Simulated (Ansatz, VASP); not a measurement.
## One calculation of FeNi3, two programs

```xyz
8
Lattice="1.7733 -1.7742 -3.5383 1.7730 -1.7744 3.5381 -3.5408 -3.5432 0.0001" Properties=species:S:1:pos:R:3 pbc="T T T"
Fe    0.0028   -3.5458   -0.0008
Fe   -0.0001    0.0003    0.0006
Ni    1.7758   -5.3203    0.0002
Ni    1.7732   -1.7744   -0.0004
Ni    0.0040   -5.3186    1.7693
Ni    1.7749   -3.5474   -1.7693
Ni    0.0045   -5.3190   -1.7693
Ni    1.7743   -3.5471    1.7690
```

Change from the starting cell: cell x2, atoms moved at random (sigma 0.1 Å) and cell strained at random (1.5 %), then relaxed without symmetry.

Alike in both runs: functional PBE; k mesh 6 × 6 × 4; occupations gaussian, width 0.2 eV; collinear spin.

Ansatz relaxed the structure, and its values are those at the end. VASP's run is a single point on that final structure, the one shown.

```csv
,VASP,Ansatz
version,VASP 6.6.1,Ansatz 0.2.0
potentials or method,"VASP PAW PBE potentials, release 64 (Fe, Ni), cutoff 520 eV","scalar-relativistic, plane waves, PAW"
valence electrons in the cell,76,140
```

|  | VASP | Ansatz | Ansatz less VASP |
| --- | --- | --- | --- |
| gap on the k mesh at the Fermi level (eV) | none | none | - |
| pressure (GPa) | -0.1 | 0.0 | +0.08 |
| net moment per atom (μB) | 1.15 | 1.15 | +0.005 |
| size of the moment on the site where the two differ most (μB) | 0.61 | 0.66 | +0.050 |

Site moments also hang on the region over which each program counts them. A gap of «none» marks a metal or a gap that the smearing closes. VASP's potentials hold 76 valence electrons a cell and Ansatz's 140, so a difference there can come from the potentials and not from the codes.
